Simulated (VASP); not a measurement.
Write the native input for VASP 6.6.1 that does the following.

```yaml
Task: single point
Functional: PBE
Potentials_or_basis: VASP PAW PBE potentials, release 64 (Cd, S)
Cutoff: 520 eV
k_mesh: 8 × 8 × 8
Occupations: fermi-dirac, width 0.02 eV
Spin: no spin polarisation
Dipole_correction: no
Further_INCAR_settings: ALGO = Normal; EDIFF = 1e-06; NBANDS = 16
```

The structure of CdS lies in POSCAR:

```
CdS
1.0
    0.0000000000      2.8510383914      3.0637896351
    2.8510383914      0.0000000000      3.0637896351
    2.8510383914      2.8510383914      0.0000000000
Cd S
1 1
Direct
    0.0000000000      0.0000000000      0.0000000000
    0.2500000000      0.2500000000      0.2500000000
```

This cell differs from its parent crystal: epitaxial xy strain -3.0%.

The input as run:

INCAR

```
SYSTEM = CdS
PREC = Accurate
ENCUT = 520
EDIFF = 1E-6
ISMEAR = -1
SIGMA = 0.02
LREAL = .False.
LASPH = .True.
NELM = 100
ALGO = Normal
ISIF = 2
LWAVE = .False.
LCHARG = .False.
GGA = PE
NBANDS = 16
```

KPOINTS

```
Automatic mesh
0
Gamma
  8 8 8
  0 0 0
```

Potentials or basis: VASP PAW PBE potentials, release 64 (Cd, S).

Run with:

```console
$ cat potpaw_PBE.64/Cd/POTCAR potpaw_PBE.64/S/POTCAR > POTCAR
$ mpirun -np 1 vasp_std > vasp.out
```

Results of the run:

```json
{"Pressure": "2.8 GPa", "Band gap on the k mesh": "1.05 eV, direct"}
```

Caveat: the cell differs from its parent crystal (epitaxial xy strain -3.0%).

Wall time 66 s on 1 thread of Intel Xeon 6975P-C, with other jobs on the host, peak memory 0.2 GiB.
